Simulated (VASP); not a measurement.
Wanted: the native input for a VASP 6.6.1 run.

```yaml
Task: single point
Functional: PBE
Potentials_or_basis: VASP PAW PBE potentials, release 64 (O, Cd, S)
Cutoff: 600 eV
k_mesh: 6 × 6 × 6
Occupations: fermi-dirac, width 0.02 eV
Spin: no spin polarisation
Dipole_correction: no
Further_INCAR_settings: ALGO = Normal; EDIFF = 1e-06; NBANDS = 26
```

The structure of Cd2SO lies in POSCAR:

```
Cd2SO
1.0
    3.6508322947      0.0000000000      0.0000000000
    0.0000000000      3.6508322947      0.0000000000
    0.0000000000      0.0000000000      5.0328769780
O Cd S
1 2 1
Direct
    0.0000000000      0.0000000000      0.0000000000
    0.0000000000      0.0000000000      0.5000000000
    0.5000000000      0.5000000000      0.0000000000
    0.5000000000      0.5000000000      0.5000000000
```

The input as run:

INCAR

```
SYSTEM = Cd2SO
  PREC = Accurate
  ENCUT = 600
  EDIFF = 1E-6
  ISMEAR = -1
  SIGMA = 0.02
  LREAL = .False.
  LASPH = .True.
  NELM = 120
  ALGO = Normal
  ISIF = 2
  LWAVE = .False.
  LCHARG = .False.
  GGA = PE
  NBANDS = 26
  GGA_COMPAT = .False.
```

KPOINTS

```
Automatic mesh
0
Gamma
  6 6 6
  0 0 0
```

Potentials or basis: VASP PAW PBE potentials, release 64 (O, Cd, S).

Command:

```bash
$ cat potpaw_PBE.64/O/POTCAR potpaw_PBE.64/Cd/POTCAR potpaw_PBE.64/S/POTCAR > POTCAR
$ mpirun -np 1 vasp_std > vasp.out
```

It gave:

* Pressure: 3.6 GPa
* Band gap on the k mesh: 0.07 eV (least direct gap 1.01 eV)

Caveat: the cell stands under pressure; semilocal functionals underestimate gaps, and a narrow one can read as zero.

Run time: 82 s on 1 thread of Intel(R) Xeon(R) Platinum 8259CL CPU @ 2.50GHz (Skylake/Cascade Lake), on a shared host, peak memory 0.23 GiB.
